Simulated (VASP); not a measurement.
Set up this calculation in VASP 6.6.1, as the native input.

| Quantity | Value |
| --- | --- |
| Task | relaxation of cell and atoms |
| Functional | PBE |
| Potentials or basis | VASP PAW PBE potentials, release 64 (Mg, O) |
| Cutoff | 600 eV |
| k mesh | 10 × 10 × 6 |
| Occupations | fermi-dirac, width 0.05 eV |
| Spin | no spin polarisation |
| Target pressure | 13 GPa |
| Dipole correction | no |
| Further INCAR settings | ALGO = Normal; EDIFF = 1e-07; IBRION = 2; EDIFFG = -0.005; NSW = 60; ISIF = 3 |

The structure of MgO (NiAs type) lies in POSCAR:

```
MgO
1.0
    2.9875562233      0.0000000000      0.0000000000
   -1.4937781117      2.5872995846      0.0000000000
    0.0000000000      0.0000000000      4.6307121461
Mg O
2 2
Direct
    0.0000000000      0.0000000000      0.0000000000
    0.0000000000      0.0000000000      0.5000000000
    0.3333333333      0.6666666667      0.2500000000
    0.6666666667      0.3333333333      0.7500000000
```

The input as run:

INCAR

```
PREC = Accurate ; ENCUT = 600
EDIFF = 1E-7 ; ISMEAR = -1
SIGMA = 0.05 ; LREAL = F
LASPH = T ; NELM = 100
ALGO = Normal ; ISIF = 3
LWAVE = F ; LCHARG = F
GGA = PE ; IBRION = 2
NSW = 60 ; EDIFFG = -0.005
PSTRESS = 130.0
```

KPOINTS

```
Automatic mesh
0
Gamma
  10 10 6
```

Potentials or basis: VASP PAW PBE potentials, release 64 (Mg, O).

Launch:

```console
$ cat potpaw_PBE.64/Mg/POTCAR potpaw_PBE.64/O/POTCAR > POTCAR
$ mpirun -np 1 vasp_std > vasp.out
```

It gave:

```
Relaxed volume                                         : 9.00 Å³/atom
Relaxed cell                                           : a = 2.876 Å, b = 2.876 Å, c = 5.028 Å, α = 90.00°, β = 90.00°, γ = 120.00°
Space group after relaxing (to 0.05 Å)                 : P6_3/mmc (No. 194)
Energy change on relaxing (the enthalpy is what falls) : -136.8 meV/atom
Ionic steps                                            : 8
Pressure after relaxing                                : 13.0 GPa
Band gap on the k mesh                                 : 4.87 eV, direct
```

Caveat: the cell is relaxed towards a set pressure, so the enthalpy falls and the energy may rise.

Wall time 4.2 min on 1 thread of AMD EPYC 7R13, on a shared host, peak memory 0.15 GiB.
